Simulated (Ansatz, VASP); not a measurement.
**Li12NO in VASP and in Ansatz**

```xyz
14
Lattice="5.9452 0.0000 0.0000 -1.9817 5.6052 0.0000 0.0000 0.0000 22.6831" Properties=species:S:1:pos:R:3 pbc="T T T"
Li    0.9909    1.4013    4.0000
Li    0.0000    4.2039    4.0000
Li    3.9634    1.4013    4.0000
Li    2.9726    4.2039    4.0000
Li    0.0000    0.0000    6.3382
Li   -0.9909    2.8026    6.3382
Li    2.9726    0.0000    6.3382
Li    1.9817    2.8026    6.3382
Li    0.9909    1.4013    8.6831
Li    0.0000    4.2039    8.6831
Li    3.9634    1.4013    8.6831
Li    2.9726    4.2039    8.6831
N     4.2937    3.2697    9.5431
O     4.8837    4.1041   10.1331
```

Alike in both runs: task single point; functional PBE; k mesh 5 × 5 × 1; occupations gaussian, width 0.1 eV; collinear spin.

```csv
,VASP,Ansatz
version,VASP 6.6.1,Ansatz 0.2.0
potentials or method,"VASP PAW PBE potentials, release 64 (Li_sv, N, O), cutoff 520 eV","scalar-relativistic, plane waves, PAW"
valence electrons in the cell,47,47
```

Ansatz gave:

```
gap on the k mesh at the Fermi level (eV)                     : none
rms of the force components (eV/Å)                            : 1.523
net moment per atom (μB)                                      : 0.08
size of the moment on the site where the two differ most (μB) : 0.26
```

Task: What did VASP give for the same quantities?

Result: gap on the k mesh at the Fermi level (eV): none; rms of the force components (eV/Å): 1.765; net moment per atom (μB): 0.08; size of the moment on the site where the two differ most (μB): 0.47.

Site moments also hang on the region over which each program counts them. Atom by atom the forces differ by 0.245 eV/Å (rms over components). A gap of «none» marks a metal or a gap that the smearing closes. With one functional, cell and mesh, what is left measures potentials, basis and numerics.

Noted on VASP's run: the cutoff is short for stress, so the pressure is rough; the standard files for N, O and F lose accuracy on very short bonds.
